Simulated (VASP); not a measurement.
# Au (I4/mmm) in VASP: notebook

Runs on Au. Level: PBEsol. Tasks: single point.

All numbers are computed with VASP 6.6.1; they aren't measurements. Logs are shortened: lines on timing, memory, paths and dates and some standing lists are left out, and cuts for length are marked.

### 1 The cell of the first run

Symmetry: I4/mmm, No. 139, tetragonal system. Conventional cell: a = 3.447 Å, b = 3.447 Å, c = 3.580 Å, α = 90.00°, β = 90.00°, γ = 90.00°. Within 4.0 Å of Au (site symmetry 4/mmm) lie 14 Au at 3.02 to 3.58 Å.

### 2 Single point, PBEsol (strain +0.040 along x and y, +0.080 along z)

File INCAR:

```
SYSTEM = Au
  PREC = Accurate
  ENCUT = 520
  EDIFF = 1E-7
  ISMEAR = 0
  SIGMA = 0.15
  LREAL = .FALSE.
  LASPH = .TRUE.
  NELM = 60
  ALGO = Fast
  ISIF = 2
  LWAVE = .FALSE.
  LCHARG = .FALSE.
  GGA = PS
  NBANDS = 12
```

File KPOINTS:

```
Automatic mesh
0
G
  20 20 20
  0 0 0
```

File POSCAR:

```
Au
1.0
   -1.7235597600      1.7235597600      1.7898505200
    1.7235597600     -1.7235597600      1.7898505200
    1.7235597600      1.7235597600     -1.7898505200
Au
1
Direct
    0.0000000000      0.0000000000      0.0000000000
```

Potentials or basis: VASP PAW PBE potentials, release 64 (Au).

The run is started by

```
cat potpaw_PBE.64/Au/POTCAR > POTCAR
mpirun -np 1 vasp_std > vasp.out
```

OUTCAR:

```text
SYSTEM = Au
   PREC = Accurate
   ENCUT = 520
   EDIFF = 1E-7
   ISMEAR = 0
   LREAL = .FALSE.
   LASPH = .TRUE.
   NELM = 60
   ISIF = 2
   GGA = PS

 ion  position               nearest neighbor table
   1  0.000  0.000  0.000-

  LATTYP: Found a body centered tetragonal cell.
 ALAT       =     3.4471195200
 C/A-ratio  =     1.0384615385

  Lattice vectors:

 A1 = (  -1.7235597600,   1.7235597600,   1.7898505200)
 A2 = (   1.7235597600,  -1.7235597600,   1.7898505200)
 A3 = (   1.7235597600,   1.7235597600,  -1.7898505200)

Analysis of symmetry for initial positions (statically):
=====================================================================
 Subroutine PRICEL returns:
 Original cell was already a primitive cell.

 Routine SETGRP: Setting up the symmetry group for a
 body centered tetragonal supercell.

 Subroutine GETGRP returns: Found 16 space group operations
 (whereof 16 operations were pure point group operations)
 out of a pool of 16 trial point group operations.

The static configuration has the point symmetry D_4h.

Analysis of symmetry for dynamics (positions and initial velocities):
=====================================================================
 Subroutine PRICEL returns:
 Original cell was already a primitive cell.

 Routine SETGRP: Setting up the symmetry group for a
 body centered tetragonal supercell.

 Subroutine GETGRP returns: Found 16 space group operations
 (whereof 16 operations were pure point group operations)
 out of a pool of 16 trial point group operations.

The dynamic configuration has the point symmetry D_4h.

 Subroutine INISYM returns: Found 16 space group operations
 (whereof 16 operations are pure point group operations),
 and found     1 'primitive' translations

----------------------------------------------------------------------------------------

                                     Primitive cell

  volume of cell :      21.2681

  direct lattice vectors                    reciprocal lattice vectors
    -1.723559760  1.723559760  1.789850520     0.000000000  0.290097281  0.279352937
     1.723559760 -1.723559760  1.789850520     0.290097281  0.000000000  0.279352937
     1.723559760  1.723559760 -1.789850520     0.290097281  0.290097281  0.000000000

  length of vectors
     3.024050492  3.024050492  3.024050492     0.402733778  0.402733778  0.410259509

  position of ions in fractional coordinates (direct lattice)
     0.000000000  0.000000000  0.000000000

  ion indices of the primitive-cell ions
   primitive index   ion index
                 1           1

----------------------------------------------------------------------------------------

 KPOINTS: Automatic mesh

Automatic generation of k-mesh.
 Grid dimensions read from file:
 generate k-points for:   20   20   20

 Generating k-lattice:

  Cartesian coordinates                     Fractional coordinates (reciprocal lattice)
     0.000000000  0.014504864  0.013967647     0.050000000  0.000000000  0.000000000
     0.014504864  0.000000000  0.013967647     0.000000000  0.050000000  0.000000000
     0.014504864  0.014504864  0.000000000     0.000000000  0.000000000  0.050000000

  Length of vectors
     0.020136689  0.020136689  0.020512975

  Shift w.r.t. Gamma in fractional coordinates (k-lattice)
     0.000000000  0.000000000  0.000000000

 Subroutine IBZKPT returns following result:
 ===========================================

 Found    641 irreducible k-points:

 Following reciprocal coordinates:
            Coordinates               Weight
  0.000000  0.000000  0.000000      1.000000
  0.050000  0.000000 -0.000000      8.000000
  0.100000  0.000000 -0.000000      8.000000
  0.150000  0.000000 -0.000000      8.000000
  0.200000  0.000000 -0.000000      8.000000
  0.250000  0.000000 -0.000000      8.000000
[... 16 lines left out ...]
 -0.400000  0.050000  0.000000     16.000000
 -0.350000  0.050000  0.000000     16.000000
 [... further k-points ...]
   k-points           NKPTS =    641   k-points in BZ     NKDIM =    641   number of bands    NBANDS=     12
   number of dos      NEDOS =    301   number of ions     NIONS =      1
   total plane-waves  NPLWV =  13824
   dimension x,y,z NGX =    24 NGY =   24 NGZ =   24
   dimension x,y,z NGXF=    48 NGYF=   48 NGZF=   48
   ions per type =               1
   NGX,Y,Z   is equivalent  to a cutoff of  13.19, 13.19, 13.19 a.u.
   NGXF,Y,Z  is equivalent  to a cutoff of  26.39, 26.39, 26.39 a.u.
 SYSTEM =  Au
   PREC   = accura    normal or accurate (medium, high low for compatibility)
   ISTART =      0    job   : 0-new  1-cont  2-samecut
   ICHARG =      2    charge: 1-file 2-atom 10-const
   ISPIN  =      1    spin polarized calculation?
   LNONCOLLINEAR =      F non collinear calculations
   LSORBIT =      F    spin-orbit coupling
   LASPH  =      T    aspherical Exc in radial PAW
   ENCUT  =  520.0 eV  38.22 Ry    6.18 a.u.   5.62  5.62  5.62*2*pi/ulx,y,z
   NELM   =     60;   NELMIN=  2; NELMDL= -5     # of ELM steps
   EDIFF  = 0.1E-06   stopping-criterion for ELM
   LREAL  =      F    real-space projection
   EDIFFG = 0.1E-05   stopping-criterion for IOM
   NSW    =      0    number of steps for IOM
   IBRION =     -1    ionic relax: 0-MD 1-quasi-New 2-CG
   NFREE  =      0    steps in history (QN), initial steepest desc. (CG)
   ISIF   =      2    stress and relaxation
   ISYM   =      2    0-nonsym 1-usesym 2-fastsym
   POTIM  = 0.5000    time-step for ionic-motion
   TEBEG  =    0.0;   TEEND  =   0.0 temperature during run
   PSTRESS=    0.0 pullay stress
   NELECT =      11.0000    total number of electrons
   NUPDOWN=      -1.0000    fix difference up-down
   EMIN   =  10.00;   EMAX   =-10.00  energy-range for DOS
   EFERMI =   0.00;   METHOD = LEGACY
   ISMEAR =     0;   SIGMA  =   0.15  broadening in eV -4-tet -1-fermi 0-gaus
   EFERMI_NEDOS =   21; number of points for ismear=-14 and -15
   IALGO  =     68    algorithm
   IMIX   =      4    mixing-type and parameters
     AMIX     =   0.40;   BMIX     =  1.00
     AMIX_MAG =   1.60;   BMIX_MAG =  1.00
  volume/ion in A,a.u.               =      21.27       143.52
  Fermi-wavevector in a.u.,A,eV,Ry     =   1.314103  2.483294 23.495430  1.726865
  Thomas-Fermi vector in A             =   2.444379
   LORBIT       =      0    0 simple, 1 ext, 2 COOP (PROOUT), +10 PAW based schemes
   GGA     = PS    functional components
   LHFCALC =     F    Hartree Fock is set to
   AEXX    =    0.0000 exact exchange contribution
   IVDW    =     0    specifies the selected vdW correction
   LEPSILON=     F    determine dielectric tensor
   LRPA    =     F    only Hartree local field effects (RPA)
 non-spin polarized calculation
 RMM-DIIS sequential band-by-band and
 Gauss-broadening in eV      SIGMA  =   0.15
  energy-cutoff  :      520.00
  volume of cell :       21.27
 maximum number of plane-waves:       589
   NGX = 11   NGY = 11   NGZ = 11

 number of electron      11.0000001 magnetization

 Free energy of the ion-electron system (eV)
  ---------------------------------------------------
  ext. energy  EPLUGINS =         0.00000000
  ---------------------------------------------------
  free energy    TOTEN  =        -3.56566649 eV

  energy without entropy =       -3.56081868  energy(sigma->0) =       -3.56324259

 E-fermi :   6.0429     XC(G=0): -11.6079

 val. band max:        6.0394397973   @ k =   0.3000   0.1000   0.1000
 cond. band min:       6.0441681801   @ k =   0.5000   0.1500   0.1000
 fundamental gap:      0.0047283828
 Fermi energy:         6.0428589857

 k-point     1 :       0.0000    0.0000    0.0000
  band No.  band energies     occupation
      1      -1.7828      2.00000
      2       2.1663      2.00000
      3       2.1663      2.00000
      4       2.3333      2.00000
      5       3.4710      2.00000
      6       3.6571      2.00000
      7      21.9137      0.00000
      8      22.4470      0.00000
      9      22.4470      0.00000
     10      25.9870      0.00000
     11      26.8389      0.00000
     12      26.8389      0.00000

 k-point     2 :       0.0500    0.0000   -0.0000
  band No.  band energies     occupation
      1      -1.7076      2.00000
      2       2.1705      2.00000
      3       2.1758      2.00000
      4       2.3506      2.00000
      5       3.4556      2.00000
      6       3.6494      2.00000
      7      21.8870      0.00000
      8      22.3728      0.00000
      9      22.5217      0.00000
     10      25.3636      0.00000
     11      26.1144      0.00000
     12      26.5220      0.00000

 k-point     3 :       0.1000    0.0000   -0.0000
  band No.  band energies     occupation
      1      -1.4860      2.00000
      2       2.1562      2.00000
      3       2.1819      2.00000
      4       2.4509      2.00000
      5       3.4111      2.00000
      6       3.6341      2.00000
      7      21.4925      0.00000
      8      22.1346      0.00000
      9      22.7373      0.00000
     10      24.4313      0.00000
     11      25.1472      0.00000
     12      25.7028      0.00000
[... 286 lines left out ...]
 k-point    23 :      -0.4000    0.0500    0.0000
  band No.  band energies     occupation
      1       0.5241      2.00000
      2       1.6432      2.00000
      3       3.2167      2.00000
      4       3.5738      2.00000
      5       3.7919      2.00000
      6       4.4605      2.00000
      7      11.5924      0.00000
      8      18.6621      0.00000
      9      19.3228      0.00000
     10      24.9192      0.00000
     11      25.3651      0.00000
     12      27.1986      0.00000

 k-point    24 :      -0.3500    0.0500    0.0000
  band No.  band energies     occupation
      1       0.3944      2.00000
      2       1.7279      2.00000
      3       2.8504      2.00000
      4       3.3301      2.00000
      5       3.6874      2.00000
      6       3.9614      2.00000
      7      13.4109      0.00000
      8      19.1886      0.00000
      9      20.1067      0.00000
     10      24.6189      0.00000
     11      25.0954      0.00000
     12      26.7633      0.00000

 [... further k-points ...]

------------------------ aborting loop because EDIFF is reached ----------------------------------------

  FORCE on cell =-STRESS in cart. coord.  units (eV):
  Direction    XX          YY          ZZ          XY          YZ          ZX
  --------------------------------------------------------------------------------------
  -------------------------------------------------------------------------------------
  Total       -2.6331803     -2.6331803     -2.5971929      0.0000000     -0.0000000      0.0000000
  in kB     -198.3634856   -198.3634856   -195.6524724      0.0000000     -0.0000000      0.0000000
  external PRESSURE =    -197.4598145 kB  Pullay stress =       0.0000000 kB

 VOLUME and BASIS-vectors are now :
 -----------------------------------------------------------------------------
  energy-cutoff  :      520.00
  volume of cell :       21.27
      direct lattice vectors                 reciprocal lattice vectors
    -1.723559760  1.723559760  1.789850520     0.000000000  0.290097281  0.279352937
     1.723559760 -1.723559760  1.789850520     0.290097281  0.000000000  0.279352937
     1.723559760  1.723559760 -1.789850520     0.290097281  0.290097281  0.000000000

 POSITION                                       TOTAL-FORCE (eV/Angst)
 -----------------------------------------------------------------------------------
      0.00000      0.00000      0.00000         0.000000     -0.000000      0.000000
 -----------------------------------------------------------------------------------
    total drift:                               -0.000000      0.000000      0.000000

  FREE ENERGIE OF THE ION-ELECTRON SYSTEM (eV)
  ---------------------------------------------------
  free  energy   TOTEN  =        -3.5656664919 eV

  energy  without entropy=       -3.5608186846  energy(sigma->0) =       -3.56324259
```

It took 72 s on 1 thread of Intel Xeon Platinum 8488C (Sapphire Rapids), shared host; peak memory 0.27 GiB.

What came out:

- Free energy: -3.5657 eV
- Pressure: -19.7 GPa

Stress tensor (GPa, compression positive):
```
-19.84   0.00   0.00
  0.00 -19.84   0.00
  0.00   0.00 -19.57
```

Caveat: the cell differs from its parent crystal (strain +0.040 along x and y, +0.080 along z); the PAW data sets were made with another functional, which shifts forces and pressure a little; spin-orbit coupling is left out, which moves the levels of the heavy elements.

### 3 Single point, PBEsol (strain +0.080 along x and y, +0.040 along z)

File INCAR:

```
ALGO = Fast
EDIFF = 1E-6
ENCUT = 520
GGA = PS
ISIF = 2
ISMEAR = 0
LASPH = True
LCHARG = False
LREAL = False
LWAVE = False
NBANDS = 12
NELM = 80
PREC = Accurate
SIGMA = 0.15
```

File KPOINTS:

```
k-points
0
Gamma
  20 20 20
```

File POSCAR:

```
Au
1.0
   -1.7898505200      1.7898505200      1.7235597600
    1.7898505200     -1.7898505200      1.7235597600
    1.7898505200      1.7898505200     -1.7235597600
Au
1
Direct
    0.0000000000      0.0000000000      0.0000000000
```

Potentials or basis: VASP PAW PBE potentials, release 64 (Au).

The run is started by

```
cat potpaw_PBE.64/Au/POTCAR > POTCAR
mpirun -np 1 vasp_std > vasp.out
```

OUTCAR:

```text
EDIFF = 1E-6
   ENCUT = 520
   GGA = PS
   ISIF = 2
   ISMEAR = 0
   LASPH = True
   LREAL = False
   NELM = 80
   PREC = Accurate

 ion  position               nearest neighbor table
   1  0.000  0.000  0.000-

  LATTYP: Found a body centered tetragonal cell.
 ALAT       =     3.5797010400
 C/A-ratio  =     0.9629629630

  Lattice vectors:

 A1 = (  -1.7898505200,   1.7898505200,   1.7235597600)
 A2 = (   1.7898505200,  -1.7898505200,   1.7235597600)
 A3 = (   1.7898505200,   1.7898505200,  -1.7235597600)

Analysis of symmetry for initial positions (statically):
=====================================================================
 Subroutine PRICEL returns:
 Original cell was already a primitive cell.

 Routine SETGRP: Setting up the symmetry group for a
 body centered tetragonal supercell.

 Subroutine GETGRP returns: Found 16 space group operations
 (whereof 16 operations were pure point group operations)
 out of a pool of 16 trial point group operations.

The static configuration has the point symmetry D_4h.

Analysis of symmetry for dynamics (positions and initial velocities):
[... 168 lines left out ...]
      2       1.7819      2.00000
      3       1.9475      2.00000
      4       1.9475      2.00000
      5       3.0573      2.00000
      6       3.2456      2.00000
      7      21.5094      0.00000
      8      21.5094      0.00000
      9      22.1155      0.00000
     10      25.2390      0.00000
     11      25.2390      0.00000
     12      25.9969      0.00000
[... 331 lines left out ...]
 k-point    24 :      -0.3500    0.0500    0.0000
  band No.  band energies     occupation
      1       0.2127      2.00000
      2       1.3347      2.00000
      3       2.5352      2.00000
      4       3.0532      2.00000
      5       3.2310      2.00000
      6       3.5452      2.00000
      7      13.0812      0.00000
      8      18.1486      0.00000
      9      18.9246      0.00000
     10      23.3214      0.00000
     11      23.9482      0.00000
     12      27.0004      0.00000

 [... further k-points ...]

------------------------ aborting loop because EDIFF is reached ----------------------------------------

  FORCE on cell =-STRESS in cart. coord.  units (eV):
  Direction    XX          YY          ZZ          XY          YZ          ZX
  --------------------------------------------------------------------------------------
  -------------------------------------------------------------------------------------
  Total       -2.8236762     -2.8236762     -2.8683510      0.0000000      0.0000000      0.0000000
  in kB     -204.8356851   -204.8356851   -208.0764898      0.0000000      0.0000000      0.0000000
  external PRESSURE =    -205.9159533 kB  Pullay stress =       0.0000000 kB

 VOLUME and BASIS-vectors are now :
 -----------------------------------------------------------------------------
  energy-cutoff  :      520.00
  volume of cell :       22.09
      direct lattice vectors                 reciprocal lattice vectors
    -1.789850520  1.789850520  1.723559760     0.000000000  0.279352937  0.290097281
     1.789850520 -1.789850520  1.723559760     0.279352937  0.000000000  0.290097281
     1.789850520  1.789850520 -1.723559760     0.279352937  0.279352937  0.000000000

 POSITION                                       TOTAL-FORCE (eV/Angst)
 -----------------------------------------------------------------------------------
      0.00000      0.00000      0.00000         0.000000     -0.000000      0.000000
 -----------------------------------------------------------------------------------
    total drift:                                0.000000      0.000000     -0.000000

  FREE ENERGIE OF THE ION-ELECTRON SYSTEM (eV)
  ---------------------------------------------------
  free  energy   TOTEN  =        -3.4628784049 eV

  energy  without entropy=       -3.4579444602  energy(sigma->0) =       -3.46041143
```

It took 59 s on 1 thread of Intel Xeon Platinum 8488C (Sapphire Rapids), shared host; peak memory 0.27 GiB.

What came out:

- Free energy: -3.4629 eV
- Pressure: -20.6 GPa

Stress tensor (GPa, compression positive):
```
-20.48   0.00   0.00
  0.00 -20.48   0.00
  0.00   0.00 -20.81
```

Caveat: the cell differs from its parent crystal (strain +0.080 along x and y, +0.040 along z); the PAW data sets were made with another functional, which shifts forces and pressure a little; spin-orbit coupling is left out, which moves the levels of the heavy elements.

[end of part 1 of 2]
